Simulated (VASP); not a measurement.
Wanted: the native input for a VASP 6.6.1 run.

```
Task                   : single point
Functional             : PBE
Potentials or basis    : VASP PAW PBE potentials, release 64 (Gd, Mn_pv)
Cutoff                 : 520 eV
k mesh                 : 8 × 8 × 8
Occupations            : gaussian, width 0.05 eV
Spin                   : collinear spin, ferrimagnetic start
Starting moments       : [8.13, -4.1] μB
Hubbard terms          : Gd f U = 6.0 eV
Dipole correction      : no
Further INCAR settings : ALGO = Normal; EDIFF = 1e-06; NBANDS = 26
```

The structure of GdMn lies in POSCAR:

```
GdMn
1.0
    3.6436272865      0.0000000000      0.0000000000
    0.0000000000      3.6436272865      0.0000000000
    0.0000000000      0.0000000000      3.6436272865
Gd Mn
1 1
Direct
    0.0000000000      0.0000000000      0.0000000000
    0.5000000000      0.5000000000      0.5000000000
```

One way to write it, as run:

INCAR

```
PREC     = Accurate       # precision mode
ENCUT    = 520            # plane-wave cutoff, eV
EDIFF    = 1E-6           # SCF threshold, eV
ISMEAR   = 0              # smearing method
SIGMA    = 0.05           # smearing width, eV
LREAL    = False          # projectors in reciprocal space
LASPH    = True           # aspherical terms in the spheres
NELM     = 150            # most SCF steps
ALGO     = Normal         # electronic algorithm
ISIF     = 2              # what is computed and relaxed
LWAVE    = False          # write WAVECAR
LCHARG   = False          # write CHGCAR
ISPIN    = 2              # spin polarisation
MAGMOM   = 8.13 -4.1      # initial moments
LORBIT   = 11             # projections on sites
LMAXMIX  = 6              # l up to which the mixer works
LDAU     = True           # DFT+U
LDAUTYPE = 2            
LDAUL    = 3 -1           # shell
LDAUU    = 6 0            # U, eV
LDAUJ    = 0 0          
LDAUPRINT= 1            
GGA      = PE             # functional
NBANDS   = 26             # bands
```

KPOINTS

```
regular mesh
0
Gamma
  8 8 8
```

Potentials or basis: VASP PAW PBE potentials, release 64 (Gd, Mn_pv).

The run is started by

```sh
$ cat potpaw_PBE.64/Gd/POTCAR potpaw_PBE.64/Mn_pv/POTCAR > POTCAR
$ mpirun -np 1 vasp_std > vasp.out
```

Results of the run:

```yaml
Pressure: -2.8 GPa
Net_moment: 4.03 μB per cell
Site_moments: Gd +7.13; Mn -3.61 μB
Valence_electrons_inside_the_program's_atomic_spheres: Gd 15.20; Mn 11.45
```

It took 2.2 min on 1 thread of Oxide Virtual Turin-like Processor, with other jobs on the host, peak memory 0.2 GiB.
